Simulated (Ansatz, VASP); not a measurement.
# Two plane-wave programs on TiB

File POSCAR:

```
TiB
1.0
    0.0000000000      1.9503956279      1.9503956279
    1.9503956279      0.0000000000      1.9503956279
    1.9503956279      1.9503956279      0.0000000000
Ti B
1 1
Direct
    0.2500000000      0.2500000000      0.2500000000
    0.0000000000      0.0000000000      0.0000000000
```

File INCAR.step1:

```
SYSTEM = TiB
PREC     = Accurate       ! precision mode
ENCUT    = 520            ! plane-wave cutoff, eV
ISMEAR   = -1             ! smearing method
SIGMA    = 0.05           ! smearing width, eV
LREAL    = .FALSE.        ! projectors in reciprocal space
LASPH    = .TRUE.         ! aspherical terms in the spheres
NELM     = 100            ! most SCF steps
NBANDS   = 14             ! bands
GGA      = PE             ! functional
ALGO     = Normal         ! electronic algorithm
EDIFF    = 1E-4           ! SCF threshold, eV
LWAVE    = .TRUE.         ! write WAVECAR
LCHARG   = .FALSE.        ! write CHGCAR
```

The input INCAR.step2:

```
SYSTEM = TiB
PREC     = Accurate       ! precision mode
ENCUT    = 520            ! plane-wave cutoff, eV
EDIFF    = 1E-8           ! SCF threshold, eV
ISMEAR   = -1             ! smearing method
SIGMA    = 0.05           ! smearing width, eV
LREAL    = .FALSE.        ! projectors in reciprocal space
LASPH    = .TRUE.         ! aspherical terms in the spheres
NELM     = 100            ! most SCF steps
ALGO     = Normal         ! electronic algorithm
ISIF     = 2              ! what is computed and relaxed
LWAVE    = .FALSE.        ! write WAVECAR
LCHARG   = .FALSE.        ! write CHGCAR
METAGGA  = R2SCAN         ! meta-GGA
LMIXTAU  = .TRUE.       
LEFG     = .TRUE.       
NBANDS   = 14             ! bands
ISTART   = 1
```

KPOINTS

```
regular mesh
0
G
  15 15 15
  0 0 0
```

Input for Ansatz:

```yaml
crystal:
  lattice:
    - [0.0, 1.9503956279, 1.9503956279]
    - [1.9503956279, 0.0, 1.9503956279]
    - [1.9503956279, 1.9503956279, 0.0]
  atoms:
    - { symbol: Ti, position: [0.25, 0.25, 0.25] }
    - { symbol: B, position: [0.0, 0.0, 0.0] }
kpoints:
  mp_grid: { grid: [15, 15, 15] }
  band_path:
    path:
      - [0.0, 0.0, 0.0]
      - [-0.5, -0.5, 0.0]
      - [-0.375, -0.375, 0.25]
      - [-0.375, 0.0, 0.375]
      - [0.0, 0.0, 0.0]
      - [0.0, 0.0, 0.5]
      - [-0.5, -0.25, 0.25]
      - [-0.5, -0.5, 0.0]
    npoints: 6
scf:
  occupations: { method: fermi_dirac, width: 0.05 }
hamiltonian:
  xc: r2scan
  pseudopotentials: { kind: paw }
output:
  forces: true
  stress: true
  eigenvalues: true
  efg: { contact_densities: true }
  populations: true
```

Change from the starting cell: volume scaled by 0.8, PAW files.

Alike in both runs: task electric field gradients; functional r2SCAN; k mesh 15 × 15 × 15; occupations fermi-dirac, width 0.05 eV; no spin polarisation.

|  | VASP | Ansatz |
| --- | --- | --- |
| version | VASP 6.6.1 | Ansatz 0.2.0 |
| potentials or method | VASP PAW PBE potentials, release 64 (Ti_sv, B) | PAW with Ansatz's default frozen-core files, scalar-relativistic |
| plane-wave cutoff (eV) | 520 | 500 |
| valence electrons in the cell | 15 | 15 |

Ansatz gave:

- pressure (GPa): 250.6

Task: What did VASP give for the same quantities?

Result: Pressure (GPa): 252.8.

VASP's potentials were made for PBE, not for r2SCAN. Both programs put the cell under a high pressure, so it lies far from rest at this level.

Noted on VASP's run: the cell as given lies far from equilibrium.
